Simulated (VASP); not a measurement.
Set up this calculation in VASP 6.6.1, as the native input.

```yaml
Task: single point
Functional: PBE
Potentials_or_basis: VASP PAW PBE potentials, release 64 (Li_sv)
Cutoff: 520 eV
k_mesh: 1 × 1 × 1
Occupations: fermi-dirac, width 0.01 eV
Spin: collinear spin, ferromagnetic start
Starting_moments: "[1.0] μB"
Dipole_correction: no
Further_INCAR_settings: ALGO = Normal; EDIFF = 1e-06; NBANDS = 12
```

The structure of Li lies in POSCAR:

```
Li
1.0
   10.0000000000      0.0000000000      0.0000000000
    0.0000000000     10.5000000000      0.0000000000
    0.0000000000      0.0000000000     11.0000000000
Li
1
Direct
    0.5000000000      0.5000000000      0.5000000000
```

These files were run (other wordings do the same):

INCAR

```
ALGO     = Normal         # electronic algorithm
EDIFF    = 1E-6           # SCF threshold, eV
ENCUT    = 520            # plane-wave cutoff, eV
GGA      = PE             # functional
ISIF     = 2              # what is computed and relaxed
ISMEAR   = -1             # smearing method
ISPIN    = 2              # spin polarisation
LASPH    = True           # aspherical terms in the spheres
LCHARG   = False          # write CHGCAR
LORBIT   = 11             # projections on sites
LREAL    = False          # projectors in reciprocal space
LWAVE    = False          # write WAVECAR
MAGMOM   = 1              # initial moments
NBANDS   = 12             # bands
NELM     = 150            # most SCF steps
PREC     = Accurate       # precision mode
SIGMA    = 0.01           # smearing width, eV
```

KPOINTS

```
k-points
0
Gamma
  1 1 1
```

Potentials or basis: VASP PAW PBE potentials, release 64 (Li_sv).

Launch:

```bash
$ cat potpaw_PBE.64/Li_sv/POTCAR > POTCAR
$ mpirun -np 1 vasp_gam > vasp.out
```

Results of the run:

The band gap on the k mesh is 1.92 eV and the net moment is 1.00 μB per cell. The site moments are Li +0.06 μB and the valence electrons inside the program's atomic spheres are Li 2.04.

Caveat: the k points lie up to 0.63 Å⁻¹ apart.

Wall time 5 min on 1 thread of Intel Xeon 8259CL (shared host), peak memory 1.3 GiB.
